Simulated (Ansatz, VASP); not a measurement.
## Two plane-wave programs on GaP

```
Ga P
1.0
     2.00915    1.15998    6.65644
    -2.00915    1.15998    6.65644
     0.00000   -2.31996    6.65644
Ga P
2 2
Direct
  0.43558 0.43558 0.43558
  0.56442 0.56442 0.56442
  0.05751 0.05751 0.05751
  0.94249 0.94249 0.94249
```

Alike in both runs: task single point; functional PBE; k mesh 9 × 9 × 9; occupations gaussian, width 0.05 eV; no spin polarisation.

|  | VASP | Ansatz |
| --- | --- | --- |
| version | VASP 6.6.1 | Ansatz 0.2.0 |
| potentials or method | VASP PAW PBE potentials, release 64 (Ga_d, P), cutoff 520 eV | scalar-relativistic, plane waves, PAW |
| valence electrons in the cell | 36 | 36 |

|  | VASP | Ansatz | Ansatz less VASP |
| --- | --- | --- | --- |
| gap on the k mesh at the Fermi level (eV) | 0.66 | 0.66 | +0.002 |
| least direct gap on the mesh (eV) | 0.66 | 0.66 | +0.002 |
| pressure (GPa) | -5.7 | -5.7 | 0.00 |
| traceless stress, the component that is largest in VASP (GPa) | -0.80 | -0.73 | +0.064 |
| rms of the force components (eV/Å) | 0.107 | 0.095 | -0.0119 |

Atom by atom the forces differ by 0.014 eV/Å (rms over components).
